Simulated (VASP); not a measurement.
# Al3Ni2 (P-3m1) in VASP: notebook

Runs on Al3Ni2. Level: PBEsol. Tasks: single point.

Program: VASP 6.6.1. These are calculated values, not measurements. Logs are shortened: lines on timing, memory, paths and dates and some standing lists are left out, and cuts for length are marked.

## 1. The cell of the first run

The structure is trigonal, space group P-3m1 (No. 164). Conventional cell: a = 4.003 Å, b = 4.003 Å, c = 4.859 Å, α = 90.00°, β = 90.00°, γ = 120.00°. Al (site symmetry -3m) has 6 Ni at 2.42 Å and 6 Al at 2.88 Å within 3.2 Å. Within 3.2 Å of Al (site symmetry 3m) lie 5 Ni at 2.42 to 2.52 Å and 6 Al at 2.72 to 2.88 Å. Ni (site symmetry 3m) has 8 Al at 2.42 to 2.52 Å and 3 Ni at 2.71 Å within 3.2 Å.

## 2. Single point, PBEsol

INCAR reads:

```
ALGO = Normal
EDIFF = 1E-6
ENCUT = 520
GGA = PS
ISIF = 2
ISMEAR = 0
LASPH = T
LCHARG = F
LREAL = F
LWAVE = F
NBANDS = 22
NELM = 60
PREC = Accurate
SIGMA = 0.1
```

KPOINTS reads:

```
k-points
0
Gamma
  9 9 7
```

POSCAR reads:

```
Al3Ni2
1.0
    4.0031396356      0.0000000000      0.0000000000
   -2.0015698178      3.4668206193      0.0000000000
    0.0000000000      0.0000000000      4.8594646066
Al Ni
3 2
Direct
    0.0000000000      0.0000000000      0.0000000000
    0.3333333333      0.6666666667      0.6477829054
    0.6666666667      0.3333333333      0.3522170946
    0.3333333333      0.6666666667      0.1455709078
    0.6666666667      0.3333333333      0.8544290922
```

Potentials or basis: VASP PAW PBE potentials, release 64 (Al, Ni).

Started as:

```console
> cat potpaw_PBE.64/Al/POTCAR potpaw_PBE.64/Ni/POTCAR > POTCAR
> mpirun -np 1 vasp_std > vasp.out
```

OUTCAR:

```text
EDIFF = 1E-6
   ENCUT = 520
   GGA = PS
   ISIF = 2
   ISMEAR = 0
   LASPH = T
   LREAL = F
   NELM = 60
   PREC = Accurate

 ion  position               nearest neighbor table
   1  0.000  0.000  0.000-   4 2.42   5 2.42   4 2.42   5 2.42   5 2.42   4 2.42   2 2.88   3 2.88
                             2 2.88   3 2.88   2 2.88   3 2.88
   2  0.333  0.667  0.648-   4 2.42   4 2.44   5 2.52   5 2.52   5 2.52   3 2.72   3 2.72   3 2.72
                             1 2.88   1 2.88   1 2.88
   3  0.667  0.333  0.352-   5 2.42   5 2.44   4 2.52   4 2.52   4 2.52   2 2.72   2 2.72   2 2.72
                             1 2.88   1 2.88   1 2.88
   4  0.333  0.667  0.146-   1 2.42   1 2.42   1 2.42   2 2.42   2 2.44   3 2.52   3 2.52   3 2.52
                             5 2.71   5 2.71   5 2.71
   5  0.667  0.333  0.854-   1 2.42   1 2.42   1 2.42   3 2.42   3 2.44   2 2.52   2 2.52   2 2.52
                             4 2.71   4 2.71   4 2.71

  LATTYP: Found a hexagonal cell.
 ALAT       =     4.0031396356
 C/A-ratio  =     1.2139133403

  Lattice vectors:

 A1 = (   4.0031396356,   0.0000000000,   0.0000000000)
 A2 = (  -2.0015698178,   3.4668206193,   0.0000000000)
 A3 = (   0.0000000000,   0.0000000000,   4.8594646066)

Analysis of symmetry for initial positions (statically):
=====================================================================
 Subroutine PRICEL returns:
 Original cell was already a primitive cell.

 Routine SETGRP: Setting up the symmetry group for a
 hexagonal supercell.

 Subroutine GETGRP returns: Found 12 space group operations
 (whereof 12 operations were pure point group operations)
 out of a pool of 24 trial point group operations.

The static configuration has the point symmetry D_3d.

Analysis of symmetry for dynamics (positions and initial velocities):
=====================================================================
 Subroutine PRICEL returns:
 Original cell was already a primitive cell.

 Routine SETGRP: Setting up the symmetry group for a
 hexagonal supercell.

 Subroutine GETGRP returns: Found 12 space group operations
 (whereof 12 operations were pure point group operations)
 out of a pool of 24 trial point group operations.

The dynamic configuration has the point symmetry D_3d.

 Subroutine INISYM returns: Found 12 space group operations
 (whereof 12 operations are pure point group operations),
 and found     1 'primitive' translations

----------------------------------------------------------------------------------------

                                     Primitive cell

  volume of cell :      67.4405

  direct lattice vectors                    reciprocal lattice vectors
     4.003139636  0.000000000  0.000000000     0.249803927  0.144224364  0.000000000
    -2.001569818  3.466820619  0.000000000     0.000000000  0.288448729  0.000000000
     0.000000000  0.000000000  4.859464607     0.000000000  0.000000000  0.205783987

  length of vectors
     4.003139636  4.003139636  4.859464607     0.288448729  0.288448729  0.205783987

  position of ions in fractional coordinates (direct lattice)
     0.000000000  0.000000000  0.000000000
     0.333333333  0.666666667  0.647782905
     0.666666667  0.333333333  0.352217095
     0.333333333  0.666666667  0.145570908
     0.666666667  0.333333333  0.854429092

  ion indices of the primitive-cell ions
   primitive index   ion index
                 1           1
                 2           2
                 3           3
                 4           4
                 5           5

----------------------------------------------------------------------------------------

 KPOINTS: k-points

Automatic generation of k-mesh.
 Grid dimensions read from file:
 generate k-points for:    9    9    7

 Generating k-lattice:

  Cartesian coordinates                     Fractional coordinates (reciprocal lattice)
     0.027755992  0.016024929  0.000000000     0.111111111  0.000000000  0.000000000
     0.000000000  0.032049859  0.000000000     0.000000000  0.111111111  0.000000000
     0.000000000  0.000000000  0.029397712     0.000000000  0.000000000  0.142857143

  Length of vectors
     0.032049859  0.032049859  0.029397712

  Shift w.r.t. Gamma in fractional coordinates (k-lattice)
     0.000000000  0.000000000  0.000000000

 Subroutine IBZKPT returns following result:
 ===========================================

 Found     69 irreducible k-points:

 Following reciprocal coordinates:
            Coordinates               Weight
  0.000000  0.000000  0.000000      1.000000
  0.111111  0.000000  0.000000      6.000000
  0.222222  0.000000  0.000000      6.000000
  0.333333  0.000000  0.000000      6.000000
  0.444444  0.000000  0.000000      6.000000
  0.111111  0.111111  0.000000      6.000000
[... 16 lines left out ...]
  0.222222  0.111111  0.142857     12.000000
 -0.111111  0.333333  0.142857     12.000000
 [... further k-points ...]
[... 32 lines left out ...]
   EFERMI =   0.00;   METHOD = LEGACY
   ISMEAR =     0;   SIGMA  =   0.10  broadening in eV -4-tet -1-fermi 0-gaus
   EFERMI_NEDOS =   21; number of points for ismear=-14 and -15
   IALGO  =     38    algorithm
   IMIX   =      4    mixing-type and parameters
     AMIX     =   0.40;   BMIX     =  1.00
     AMIX_MAG =   1.60;   BMIX_MAG =  1.00
  volume/ion in A,a.u.               =      13.49        91.02
  Fermi-wavevector in a.u.,A,eV,Ry     =   1.235665  2.335068 20.774291  1.526867
  Thomas-Fermi vector in A             =   2.370305
   LORBIT       =      0    0 simple, 1 ext, 2 COOP (PROOUT), +10 PAW based schemes
   GGA     = PS    functional components
   LHFCALC =     F    Hartree Fock is set to
   AEXX    =    0.0000 exact exchange contribution
   IVDW    =     0    specifies the selected vdW correction
   LEPSILON=     F    determine dielectric tensor
   LRPA    =     F    only Hartree local field effects (RPA)
 non-spin polarized calculation
 Gauss-broadening in eV      SIGMA  =   0.10
  energy-cutoff  :      520.00
  volume of cell :       67.44
 maximum number of plane-waves:      1842
 NGX is ok and might be reduce to    30
   NGX = 15   NGY = 15   NGZ = 19

 number of electron      28.9999986 magnetization

 Free energy of the ion-electron system (eV)
  ---------------------------------------------------
  ext. energy  EPLUGINS =         0.00000000
  ---------------------------------------------------
  free energy    TOTEN  =       -27.66784395 eV

  energy without entropy =      -27.66099795  energy(sigma->0) =      -27.66442095

 E-fermi :   8.4876     XC(G=0): -11.3627

 val. band max:        8.4719131975   @ k =   0.2222   0.0000   0.1429
 cond. band min:       8.4916528264   @ k =   0.1111   0.1111   0.1429
 fundamental gap:      0.0197396289
 Fermi energy:         8.4875942802

 k-point     1 :       0.0000    0.0000    0.0000
  band No.  band energies     occupation
      1      -2.0649      2.00000
      2       3.2762      2.00000
      3       3.6684      2.00000
      4       4.9143      2.00000
      5       4.9143      2.00000
      6       5.4913      2.00000
[... 14 lines left out ...]
     21      15.4360      0.00000
     22      15.4379      0.00000

 k-point     2 :       0.1111    0.0000    0.0000
  band No.  band energies     occupation
      1      -1.9102      2.00000
      2       3.3677      2.00000
      3       3.7212      2.00000
      4       4.8424      2.00000
      5       4.9750      2.00000
      6       5.4091      2.00000
[... 14 lines left out ...]
     21      14.5882      0.00000
     22      14.8561      0.00000

 k-point     3 :       0.2222    0.0000    0.0000
  band No.  band energies     occupation
      1      -1.4501      2.00000
      2       3.5696      2.00000
      3       3.7503      2.00000
      4       4.5744      2.00000
      5       5.1510      2.00000
      6       5.2193      2.00000
[... 14 lines left out ...]
     21      15.0009      0.00000
     22      15.0327      0.00000
[... 476 lines left out ...]
 k-point    23 :       0.2222    0.1111    0.1429
  band No.  band energies     occupation
      1      -0.8728      2.00000
      2       3.0468      2.00000
      3       3.5911      2.00000
      4       4.6431      2.00000
      5       5.0580      2.00000
      6       5.3494      2.00000
[... 14 lines left out ...]
     21      14.4908      0.00000
     22      15.3661      0.00000

 k-point    24 :      -0.1111    0.3333    0.1429
  band No.  band energies     occupation
      1      -0.8741      2.00000
      2       3.0309      2.00000
      3       3.9370      2.00000
      4       4.0951      2.00000
      5       5.1545      2.00000
      6       5.4498      2.00000
[... 14 lines left out ...]
     21      14.8304      0.00000
     22      15.2565      0.00000

 [... further k-points ...]

------------------------ aborting loop because EDIFF is reached ----------------------------------------

  FORCE on cell =-STRESS in cart. coord.  units (eV):
  Direction    XX          YY          ZZ          XY          YZ          ZX
  --------------------------------------------------------------------------------------
  -------------------------------------------------------------------------------------
  Total       -0.0424901     -0.0424901      0.2388368      0.0000000      0.0000000      0.0000000
  in kB       -1.0094337     -1.0094337      5.6740245      0.0000000      0.0000000      0.0000000
  external PRESSURE =       1.2183857 kB  Pullay stress =       0.0000000 kB

 VOLUME and BASIS-vectors are now :
 -----------------------------------------------------------------------------
  energy-cutoff  :      520.00
  volume of cell :       67.44
      direct lattice vectors                 reciprocal lattice vectors
     4.003139636  0.000000000  0.000000000     0.249803927  0.144224364  0.000000000
    -2.001569818  3.466820619  0.000000000     0.000000000  0.288448729  0.000000000
     0.000000000  0.000000000  4.859464607     0.000000000  0.000000000  0.205783987

 POSITION                                       TOTAL-FORCE (eV/Angst)
 -----------------------------------------------------------------------------------
      0.00000      0.00000      0.00000        -0.000000      0.000000     -0.000000
     -0.00000      2.31121      3.14788         0.000000      0.000000     -0.012661
      2.00157      1.15561      1.71159        -0.000000     -0.000000      0.012661
     -0.00000      2.31121      0.70740        -0.000000      0.000000      0.017078
      2.00157      1.15561      4.15207         0.000000     -0.000000     -0.017078
 -----------------------------------------------------------------------------------
    total drift:                               -0.000000      0.000000      0.000000

  FREE ENERGIE OF THE ION-ELECTRON SYSTEM (eV)
  ---------------------------------------------------
  free  energy   TOTEN  =       -27.6678439457 eV

  energy  without entropy=      -27.6609979491  energy(sigma->0) =      -27.66442095
```

Run time: 89 s. Hardware: 1 thread of Intel Xeon Platinum 8375C at 2.90GHz (Ice Lake), shared host; peak memory 0.23 GiB.

What came out:

```yaml
Free_energy: -27.6678 eV
Pressure: 0.1 GPa
Largest_force: 0.017 eV/Å
```

Forces in eV/Å, atoms in the order of the input:
```
Al   0.000  0.000  0.000
Al   0.000  0.000 -0.013
Al   0.000  0.000  0.013
Ni   0.000  0.000  0.017
Ni   0.000  0.000 -0.017
```

Stress tensor (GPa, compression positive):
```
-0.10  0.00  0.00
 0.00 -0.10  0.00
 0.00  0.00  0.57
```

Caveat: the PAW data sets were made with another functional, which shifts forces and pressure a little. Spin polarisation is off, so any magnetic state and its effect on volume and gap are missing.

[end of part 1 of 2]
